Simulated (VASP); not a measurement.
# Pt (P6_3/mmc) in VASP: further runs

The runs below take Pt through single point, with LDA.

Program: VASP 6.6.1. These are calculated values, not measurements. Logs are shortened: lines on timing, memory, paths and dates and some standing lists are left out, and cuts for length are marked.

### 1 The cell of the first run

It takes space group P6_3/mmc (No. 194, hexagonal). Conventional cell: a = 2.825 Å, b = 2.825 Å, c = 4.878 Å, α = 90.00°, β = 90.00°, γ = 120.00°. Within 3.7 Å of Pt (site symmetry -6m2) lie 12 Pt at 2.83 to 2.93 Å.

This isn't the form of Pt at room conditions, which is fcc.

### 2 Single point, LDA, collinear spin (16.86 Å³/atom)

File INCAR:

```
SYSTEM = Pt
PREC = Accurate
ENCUT = 520
EDIFF = 1E-6
ISMEAR = 0
SIGMA = 0.15
LREAL = .False.
LASPH = .True.
NELM = 150
ALGO = Normal
ISIF = 2
LWAVE = .False.
LCHARG = .False.
ISPIN = 2
MAGMOM = 0.4 0.4
LORBIT = 11
NUPDOWN = 0.8
LMAXMIX = 4
GGA = CA
NBANDS = 21
```

File KPOINTS:

```
Automatic mesh
0
Gamma
  21 21 10
  0 0 0
```

File POSCAR:

```
Pt
1.0
    2.8250521638      0.0000000000      0.0000000000
   -1.4125260819      2.4465669409      0.0000000000
    0.0000000000      0.0000000000      4.8781199007
Pt
2
Direct
    0.6666666667      0.3333333333      0.7500000000
    0.3333333333      0.6666666667      0.2500000000
```

Potentials or basis: VASP PAW LDA potentials, release 64 (Pt).

Command:

```console
$ cat potpaw_LDA.64/Pt/POTCAR > POTCAR
$ mpirun -np 1 vasp_std > vasp.out
```

OUTCAR:

```text
SYSTEM = Pt
   PREC = Accurate
   ENCUT = 520
   EDIFF = 1E-6
   ISMEAR = 0
   LREAL = .False.
   LASPH = .True.
   NELM = 150
   ISIF = 2
   ISPIN = 2
   LORBIT = 11
   NUPDOWN = 0.8
   GGA = CA

 ion  position               nearest neighbor table
   1  0.667  0.333  0.750-   2 2.93   2 2.93   2 2.93   2 2.93   2 2.93   2 2.93
   2  0.333  0.667  0.250-   1 2.93   1 2.93   1 2.93   1 2.93   1 2.93   1 2.93

  LATTYP: Found a hexagonal cell.
 ALAT       =     2.8250521638
 C/A-ratio  =     1.7267362222

  Lattice vectors:

 A1 = (   2.8250521638,   0.0000000000,   0.0000000000)
 A2 = (  -1.4125260819,   2.4465669409,   0.0000000000)
 A3 = (   0.0000000000,   0.0000000000,   4.8781199007)

Analysis of symmetry for initial positions (statically):
=====================================================================
 Subroutine PRICEL returns:
 Original cell was already a primitive cell.

 Routine SETGRP: Setting up the symmetry group for a
 hexagonal supercell.

 Subroutine GETGRP returns: Found 24 space group operations
 (whereof 12 operations were pure point group operations)
 out of a pool of 24 trial point group operations.

The static configuration has the point symmetry D_3d.
 The point group associated with its full space group is D_6h.

Analysis of symmetry for dynamics (positions and initial velocities):
=====================================================================
 Subroutine PRICEL returns:
 Original cell was already a primitive cell.

 Routine SETGRP: Setting up the symmetry group for a
 hexagonal supercell.

 Subroutine GETGRP returns: Found 24 space group operations
 (whereof 12 operations were pure point group operations)
 out of a pool of 24 trial point group operations.

The dynamic configuration has the point symmetry D_3d.
 The point group associated with its full space group is D_6h.

Analysis of structural, dynamic, and magnetic symmetry:
=====================================================================
 Subroutine PRICEL returns:
 Original cell was already a primitive cell.

 Routine SETGRP: Setting up the symmetry group for a
 hexagonal supercell.

 Subroutine GETGRP returns: Found 24 space group operations
 (whereof 12 operations were pure point group operations)
 out of a pool of 24 trial point group operations.

The overall configuration has the point symmetry D_3d.
 The point group associated with its full space group is D_6h.

 Subroutine INISYM returns: Found 24 space group operations
 (whereof 12 operations are pure point group operations),
 and found     1 'primitive' translations

----------------------------------------------------------------------------------------

                                     Primitive cell

  volume of cell :      33.7160

  direct lattice vectors                    reciprocal lattice vectors
     2.825052164  0.000000000  0.000000000     0.353975765  0.204368003  0.000000000
    -1.412526082  2.446566941  0.000000000     0.000000000  0.408736006  0.000000000
     0.000000000  0.000000000  4.878119901     0.000000000  0.000000000  0.204997011

  length of vectors
     2.825052164  2.825052164  4.878119901     0.408736006  0.408736006  0.204997011

  position of ions in fractional coordinates (direct lattice)
     0.666666667  0.333333333  0.750000000
     0.333333333  0.666666667  0.250000000

  ion indices of the primitive-cell ions
   primitive index   ion index
                 1           1
                 2           2

----------------------------------------------------------------------------------------

 KPOINTS: Automatic mesh

Automatic generation of k-mesh.
 Grid dimensions read from file:
 generate k-points for:   21   21   10

 Generating k-lattice:

  Cartesian coordinates                     Fractional coordinates (reciprocal lattice)
     0.016855989  0.009731810  0.000000000     0.047619048  0.000000000  0.000000000
     0.000000000  0.019463619  0.000000000     0.000000000  0.047619048  0.000000000
     0.000000000  0.000000000  0.020499701     0.000000000  0.000000000  0.100000000

  Length of vectors
     0.019463619  0.019463619  0.020499701

  Shift w.r.t. Gamma in fractional coordinates (k-lattice)
     0.000000000  0.000000000  0.000000000

 Subroutine IBZKPT returns following result:
 ===========================================

 Found    288 irreducible k-points:

 Following reciprocal coordinates:
            Coordinates               Weight
  0.000000  0.000000  0.000000      1.000000
  0.047619  0.000000  0.000000      6.000000
  0.095238  0.000000  0.000000      6.000000
  0.142857  0.000000  0.000000      6.000000
  0.190476  0.000000  0.000000      6.000000
  0.238095  0.000000  0.000000      6.000000
[... 16 lines left out ...]
  0.142857  0.095238  0.000000     12.000000
  0.190476  0.095238  0.000000     12.000000
 [... further k-points ...]
   k-points           NKPTS =    288   k-points in BZ     NKDIM =    288   number of bands    NBANDS=     21
   number of dos      NEDOS =    301   number of ions     NIONS =      2
   total plane-waves  NPLWV =  20736
   dimension x,y,z NGX =    24 NGY =   24 NGZ =   36
   dimension x,y,z NGXF=    48 NGYF=   48 NGZF=   72
   ions per type =               2
   NGX,Y,Z   is equivalent  to a cutoff of  14.12, 14.12, 12.27 a.u.
   NGXF,Y,Z  is equivalent  to a cutoff of  28.25, 28.25, 24.54 a.u.
 SYSTEM =  Pt
   PREC   = accura    normal or accurate (medium, high low for compatibility)
   ISTART =      0    job   : 0-new  1-cont  2-samecut
   ICHARG =      2    charge: 1-file 2-atom 10-const
   ISPIN  =      2    spin polarized calculation?
   LNONCOLLINEAR =      F non collinear calculations
   LSORBIT =      F    spin-orbit coupling
   LASPH  =      T    aspherical Exc in radial PAW
   ENCUT  =  520.0 eV  38.22 Ry    6.18 a.u.   5.25  5.25  9.07*2*pi/ulx,y,z
   NELM   =    150;   NELMIN=  2; NELMDL= -5     # of ELM steps
   EDIFF  = 0.1E-05   stopping-criterion for ELM
   LREAL  =      F    real-space projection
   EDIFFG = 0.1E-04   stopping-criterion for IOM
   NSW    =      0    number of steps for IOM
   IBRION =     -1    ionic relax: 0-MD 1-quasi-New 2-CG
   NFREE  =      0    steps in history (QN), initial steepest desc. (CG)
   ISIF   =      2    stress and relaxation
   ISYM   =      2    0-nonsym 1-usesym 2-fastsym
   POTIM  = 0.5000    time-step for ionic-motion
   TEBEG  =    0.0;   TEEND  =   0.0 temperature during run
   PSTRESS=    0.0 pullay stress
   NELECT =      20.0000    total number of electrons
   NUPDOWN=       0.8000    fix difference up-down
   EMIN   =  10.00;   EMAX   =-10.00  energy-range for DOS
   EFERMI =   0.00;   METHOD = LEGACY
   ISMEAR =     0;   SIGMA  =   0.15  broadening in eV -4-tet -1-fermi 0-gaus
   EFERMI_NEDOS =   21; number of points for ismear=-14 and -15
   IALGO  =     38    algorithm
   IMIX   =      4    mixing-type and parameters
     AMIX     =   0.40;   BMIX     =  1.00
     AMIX_MAG =   1.60;   BMIX_MAG =  1.00
  volume/ion in A,a.u.               =      16.86       113.76
  Fermi-wavevector in a.u.,A,eV,Ry     =   1.375539  2.599391 25.743675  1.892107
  Thomas-Fermi vector in A             =   2.500865
   LORBIT       =     11    0 simple, 1 ext, 2 COOP (PROOUT), +10 PAW based schemes
   GGA     = CA    functional components
   LHFCALC =     F    Hartree Fock is set to
   AEXX    =    0.0000 exact exchange contribution
   IVDW    =     0    specifies the selected vdW correction
   LEPSILON=     F    determine dielectric tensor
   LRPA    =     F    only Hartree local field effects (RPA)
 spin polarized calculation
 Gauss-broadening in eV      SIGMA  =   0.15
  energy-cutoff  :      520.00
  volume of cell :       33.72
 maximum number of plane-waves:       926
 NGX is ok and might be reduce to    24
   NGX = 11   NGY = 11   NGZ = 19

 number of electron      19.9999995 magnetization       0.8000000

 Free energy of the ion-electron system (eV)
  ---------------------------------------------------
  ext. energy  EPLUGINS =         0.00000000
  ---------------------------------------------------
  free energy    TOTEN  =       -14.50432096 eV

  energy without entropy =      -14.46269912  energy(sigma->0) =      -14.48351004

 E-fermi :   9.0172     XC(G=0): -13.0444

 val. band max:        9.1649459897   @ k =   0.4762   0.0476   0.1000
 cond. band min:       9.0172974576   @ k =   0.3810   0.0000   0.4000
 fundamental gap:     -0.1476485320
 Fermi energy:         9.1678113285

 spin component 1

 k-point     1 :       0.0000    0.0000    0.0000
  band No.  band energies     occupation
      1      -0.0058      1.00000
      2       2.5541      1.00000
      3       5.4270      1.00000
      4       5.8943      1.00000
      5       5.8943      1.00000
      6       6.2248      1.00000
[... 13 lines left out ...]
     20      31.0540      0.00000
     21      32.4028      0.00000

 k-point     2 :       0.0476    0.0000    0.0000
  band No.  band energies     occupation
      1       0.0714      1.00000
      2       2.6246      1.00000
      3       5.4230      1.00000
      4       5.8891      1.00000
      5       5.9513      1.00000
      6       6.1885      1.00000
[... 13 lines left out ...]
     20      31.1402      0.00000
     21      33.0956      0.00000

 k-point     3 :       0.0952    0.0000    0.0000
  band No.  band energies     occupation
      1       0.2994      1.00000
      2       2.8275      1.00000
      3       5.3803      1.00000
      4       5.9028      1.00000
      5       6.1028      1.00000
      6       6.1198      1.00000
[... 13 lines left out ...]
     20      31.3943      0.00000
     21      32.7109      0.00000
[... 457 lines left out ...]
 k-point    23 :       0.1429    0.0952    0.0000
  band No.  band energies     occupation
      1       1.3543      1.00000
      2       3.6525      1.00000
      3       5.0252      1.00000
      4       5.6270      1.00000
      5       5.7191      1.00000
      6       6.2676      1.00000
[... 13 lines left out ...]
     20      29.7023      0.00000
     21      31.0431      0.00000

 k-point    24 :       0.1905    0.0952    0.0000
  band No.  band energies     occupation
      1       1.9049      1.00000
      2       3.9044      1.00000
      3       4.9866      1.00000
      4       5.1719      1.00000
      5       5.6060      1.00000
      6       6.2932      1.00000
[... 13 lines left out ...]
     20      29.2463      0.00000
     21      29.8909      0.00000

 [... further k-points ...]

 spin component 2

 k-point     1 :       0.0000    0.0000    0.0000
  band No.  band energies     occupation
      1       0.0759      1.00000
      2       2.7084      1.00000
      3       5.6543      1.00000
      4       6.1109      1.00000
      5       6.1109      1.00000
      6       6.4462      1.00000
[... 13 lines left out ...]
     20      31.1334      0.00000
     21      32.4561      0.00000

 k-point     2 :       0.0476    0.0000    0.0000
  band No.  band energies     occupation
      1       0.1531      1.00000
      2       2.7794      1.00000
      3       5.6488      1.00000
      4       6.1066      1.00000
      5       6.1682      1.00000
      6       6.4092      1.00000
[... 13 lines left out ...]
     20      31.2198      0.00000
     21      33.1373      0.00000

 k-point     3 :       0.0952    0.0000    0.0000
  band No.  band energies     occupation
      1       0.3811      1.00000
      2       2.9840      1.00000
      3       5.6005      1.00000
      4       6.1233      1.00000
      5       6.3217      1.00000
      6       6.3378      1.00000
[... 13 lines left out ...]
     20      31.4746      0.00000
     21      32.8167      0.00000
[... 457 lines left out ...]
 k-point    23 :       0.1429    0.0952    0.0000
  band No.  band energies     occupation
      1       1.4381      1.00000
      2       3.8197      1.00000
      3       5.2285      1.00000
      4       5.7909      1.00000
      5       5.9283      1.00000
      6       6.4969      1.00000
[... 13 lines left out ...]
     20      29.8037      0.00000
     21      31.1624      0.00000

 k-point    24 :       0.1905    0.0952    0.0000
  band No.  band energies     occupation
      1       1.9924      1.00000
      2       4.0803      1.00000
      3       5.1814      1.00000
      4       5.3374      1.00000
      5       5.8116      1.00000
      6       6.4984      1.00000
[... 13 lines left out ...]
     20      29.3388      0.00000
     21      29.9985      0.00000

 [... further k-points ...]
[... 5 lines left out ...]
  --------------------------------------------------------------------------------------
  -------------------------------------------------------------------------------------
  Total       -5.5171955     -5.5171955     -5.4082147      0.0000000     -0.0000000      0.0000000
  in kB     -262.1759879   -262.1759879   -256.9972435      0.0000000     -0.0000000      0.0000000
  external PRESSURE =    -260.4497398 kB  Pullay stress =       0.0000000 kB

 VOLUME and BASIS-vectors are now :
 -----------------------------------------------------------------------------
  energy-cutoff  :      520.00
  volume of cell :       33.72
      direct lattice vectors                 reciprocal lattice vectors
     2.825052164  0.000000000  0.000000000     0.353975765  0.204368003  0.000000000
    -1.412526082  2.446566941  0.000000000     0.000000000  0.408736006  0.000000000
     0.000000000  0.000000000  4.878119901     0.000000000  0.000000000  0.204997011

 POSITION                                       TOTAL-FORCE (eV/Angst)
 -----------------------------------------------------------------------------------
      1.41253      0.81552      3.65859         0.000000     -0.000000      0.000000
     -0.00000      1.63104      1.21953        -0.000000      0.000000      0.000000
 -----------------------------------------------------------------------------------
    total drift:                                0.000000     -0.000000      0.000000

  FREE ENERGIE OF THE ION-ELECTRON SYSTEM (eV)
  ---------------------------------------------------
  free  energy   TOTEN  =       -14.5043209644 eV

  energy  without entropy=      -14.4626991197  energy(sigma->0) =      -14.48351004

 total charge

# of ion       s       p       d       tot
------------------------------------------
    1        0.588   0.484   7.978   9.050
    2        0.588   0.484   7.978   9.050
--------------------------------------------------
tot          1.176   0.969  15.956  18.101

 magnetization (x)

# of ion       s       p       d       tot
------------------------------------------
    1        0.002  -0.001   0.394   0.395
    2        0.002  -0.001   0.394   0.395
--------------------------------------------------
tot          0.005  -0.002   0.788   0.790
```

It took 2 min on 1 thread of Intel Xeon 6975P-C (Granite Rapids), shared host; peak memory 0.36 GiB.

What came out:

- Free energy: -14.5043 eV
- Pressure: -26.0 GPa
- Net moment: 0.80 μB per cell
- Site moments: Pt +0.40 μB
- Valence electrons inside the program's atomic spheres: Pt 9.05

Stress tensor (GPa, compression positive):
```
-26.22   0.00   0.00
  0.00 -26.22   0.00
  0.00   0.00 -25.70
```

Caveat: the cell stands under tension; spin-orbit coupling is left out, which moves the levels of the heavy elements; the total moment is fixed, so each spin has its own Fermi level.

### 3 Single point, LDA, collinear spin (16.86 Å³/atom)

File INCAR:

```
SYSTEM = Pt
PREC     = Accurate       ! precision mode
ENCUT    = 520            ! plane-wave cutoff, eV
EDIFF    = 1E-6           ! SCF threshold, eV
ISMEAR   = 0              ! smearing method
SIGMA    = 0.15           ! smearing width, eV
LREAL    = .FALSE.        ! projectors in reciprocal space
LASPH    = .TRUE.         ! aspherical terms in the spheres
NELM     = 150            ! most SCF steps
ALGO     = Normal         ! electronic algorithm
ISIF     = 2              ! what is computed and relaxed
LWAVE    = .FALSE.        ! write WAVECAR
LCHARG   = .FALSE.        ! write CHGCAR
ISPIN    = 2              ! spin polarisation
MAGMOM   = 0.35 0.35      ! initial moments
LORBIT   = 11             ! projections on sites
NUPDOWN  = 0.7            ! fixed moment
LMAXMIX  = 4              ! l up to which the mixer works
NBANDS   = 21             ! bands
```

File KPOINTS:

```
regular mesh
0
G
  21 21 10
  0 0 0
```

POSCAR is that of step 2.

Potentials or basis: VASP PAW LDA potentials, release 64 (Pt).

Command:

```console
$ cat potpaw_LDA.64/Pt/POTCAR > POTCAR
$ mpirun -np 1 vasp_std > vasp.out
```

Run time: 96 s. Hardware: 1 thread of Intel Xeon 6975P-C (Granite Rapids), shared host; peak memory 0.36 GiB.

The run converged. Its results:

```
Free energy                                           : -14.5112 eV
Pressure                                              : -26.2 GPa
Net moment                                            : 0.70 μB per cell
Site moments                                          : Pt +0.35 μB
Valence electrons inside the program's atomic spheres : Pt 9.05
```

Stress tensor (GPa, compression positive):
```
-26.49   0.00   0.00
  0.00 -26.49   0.00
  0.00   0.00 -25.55
```

Caveat: the cell stands under tension; spin-orbit coupling is left out, which moves the levels of the heavy elements; the total moment is fixed, so each spin has its own Fermi level.

(Part 1 of 2 ends here.)
